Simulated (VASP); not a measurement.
Set up this calculation in VASP 6.6.1, as the native input.

| Item | Value |
| --- | --- |
| Task | single point |
| Functional | PBE |
| Potentials or basis | VASP PAW PBE potentials, release 64 (Mn_pv, Sb) |
| Cutoff | 520 eV |
| k mesh | 9 × 9 × 6 |
| Occupations | fermi-dirac, width 0.05 eV |
| Spin | collinear spin, ferromagnetic start |
| Starting moments | [4.0, 4.0, 0.0, 0.0] μB |
| Dipole correction | no |
| Further INCAR settings | ALGO = Normal; EDIFF = 1e-06; NBANDS = 30 |

The structure of MnSb lies in POSCAR:

```
MnSb
1.0
    4.1299978706      0.0000000000      0.0000000000
   -2.0649989353      3.5766830735      0.0000000000
    0.0000000000      0.0000000000      5.8000000000
Mn Sb
2 2
Direct
    0.0000000000      0.0000000000      0.0000000000
    0.0000000000      0.0000000000      0.5000000000
    0.3333333333      0.6666666667      0.2500000000
    0.6666666667      0.3333333333      0.7500000000
```

These files were run (other wordings do the same):

INCAR

```
SYSTEM = MnSb
PREC     = Accurate       ! precision mode
ENCUT    = 520            ! plane-wave cutoff, eV
EDIFF    = 1E-6           ! SCF threshold, eV
ISMEAR   = -1             ! smearing method
SIGMA    = 0.05           ! smearing width, eV
LREAL    = .FALSE.        ! projectors in reciprocal space
LASPH    = .TRUE.         ! aspherical terms in the spheres
NELM     = 150            ! most SCF steps
ALGO     = Normal         ! electronic algorithm
ISIF     = 2              ! what is computed and relaxed
LWAVE    = .FALSE.        ! write WAVECAR
LCHARG   = .TRUE.         ! write CHGCAR
ISPIN    = 2              ! spin polarisation
MAGMOM   = 4 4 0 0        ! initial moments
LORBIT   = 11             ! projections on sites
LMAXMIX  = 4              ! l up to which the mixer works
GGA      = PE             ! functional
LELF     = .TRUE.         ! ELF
LVHAR    = .TRUE.       
NBANDS   = 30             ! bands
```

KPOINTS

```
regular mesh
0
G
  9 9 6
  0 0 0
```

Potentials or basis: VASP PAW PBE potentials, release 64 (Mn_pv, Sb).

Command:

```console
$ cat potpaw_PBE.64/Mn_pv/POTCAR potpaw_PBE.64/Sb/POTCAR > POTCAR
$ mpirun -np 1 vasp_std > vasp.out
```

It gave:

```
Pressure                                              : -3.0 GPa
Net moment                                            : 6.63 μB per cell
Site moments                                          : Mn +3.37; Sb -0.13 μB
Valence electrons inside the program's atomic spheres : Mn 11.52; Sb 2.45
```

Caveat: the cell stands under tension; the run started ferromagnetic, and an antiferromagnetic order may lie lower in energy.

Run time: 2.8 min on 1 thread of Intel(R) Xeon(R) Platinum 8259CL CPU @ 2.50GHz (Skylake/Cascade Lake), on a shared host, peak memory 0.36 GiB.
